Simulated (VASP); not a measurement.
Runs of VASP 6.6.1 on Sr. The structure is that of space group Im-3m (No. 229), or close to it. The cells are those of the table. This isn't the form of Sr at room conditions, which is fcc.

| cell | k mesh | gap on the mesh (eV) | pressure (GPa) |
| --- | --- | --- | --- |
| a = 3.944 Å, angles 109.5°, 1 atom | 11 × 11 × 11 | none | 1.2 |
| a = 4.160 Å, angles 109.5°, 1 atom | 11 × 11 × 11 | none | -0.8 |
| a = 4.055 Å, angles 109.5°, 1 atom | 11 × 11 × 11 | none | 0.0 |
| a = 4.211 Å, angles 109.5°, 1 atom | 11 × 11 × 11 | none | -1.1 |
| a = 4.000 Å, angles 109.5°, 1 atom | 11 × 11 × 11 | none | (b) |
| a = 4.055 Å, angles 109.5°, 1 atom | 16 × 16 × 16 | none | 0.0 |
| a = 3.886 Å, angles 109.5°, 1 atom | 11 × 11 × 11 | none | (a) |
| a = 4.108 Å, angles 109.5°, 1 atom | 11 × 11 × 11 | none | -0.4 |

Alike in all rows: task single point; level PBEsol; potentials or basis VASP PAW PBE potentials, release 64 (Sr_sv); no spin polarisation; cutoff (eV) 520; smearing fermi-dirac 0.1 eV.

**Question.** Estimate the missing entries.

**Answer.** (a) 1.9; (b) 0.5.

Caveats: the PAW data sets were made with another functional, which shifts forces and pressure a little.

A k mesh can miss the band edges, and the runs leave out spin-orbit coupling on Sr.

A gap of «none» marks levels without a gap at the run's occupations.
